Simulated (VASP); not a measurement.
Set up this calculation in VASP 6.6.1, as the native input.

* Task: single point
* Functional: PBE
* Potentials or basis: VASP PAW PBE potentials, release 64 (Cd, S)
* Cutoff: 520 eV
* k mesh: 9 × 9 × 4
* Occupations: gaussian, width 0.02 eV
* Spin: no spin polarisation
* Dipole correction: no
* Further INCAR settings: ALGO = Normal; EDIFF = 1e-06; NBANDS = 26

The structure of CdS (Greenockite) lies in POSCAR:

```
CdS
1.0
    4.1108928953      0.0000000000      0.0000000000
   -2.0554464477      3.5601376796      0.0000000000
    0.0000000000      0.0000000000      6.6894381190
Cd S
2 2
Direct
    0.3333333333      0.6666666667     -0.0007922000
    0.6666666667      0.3333333333      0.4992078000
    0.3333333333      0.6666666667      0.3757922000
    0.6666666667      0.3333333333      0.8757922000
```

This cell differs from its parent crystal: volume scaled by 0.94, then relaxed in part.

The input as run:

INCAR

```
SYSTEM = CdS
PREC     = Accurate       ! precision mode
ENCUT    = 520            ! plane-wave cutoff, eV
EDIFF    = 1E-6           ! SCF threshold, eV
ISMEAR   = 0              ! smearing method
SIGMA    = 0.02           ! smearing width, eV
LREAL    = .FALSE.        ! projectors in reciprocal space
LASPH    = .TRUE.         ! aspherical terms in the spheres
NELM     = 100            ! most SCF steps
ALGO     = Normal         ! electronic algorithm
ISIF     = 2              ! what is computed and relaxed
LWAVE    = .FALSE.        ! write WAVECAR
LCHARG   = .FALSE.        ! write CHGCAR
GGA      = PE             ! functional
NBANDS   = 26             ! bands
```

KPOINTS

```
regular mesh
0
G
  9 9 4
  0 0 0
```

Potentials or basis: VASP PAW PBE potentials, release 64 (Cd, S).

The run is started by

```sh
$ cat potpaw_PBE.64/Cd/POTCAR potpaw_PBE.64/S/POTCAR > POTCAR
$ mpirun -np 1 vasp_std > vasp.out
```

It gave:

```json
{"Pressure": "4.2 GPa", "Largest force": "0.006 eV/Å", "Band gap on the k mesh": "1.26 eV, direct"}
```

Run time: 48 s on 1 thread of Intel(R) Xeon(R) Platinum 8488C (Sapphire Rapids), with other jobs on the host, peak memory 0.25 GiB.
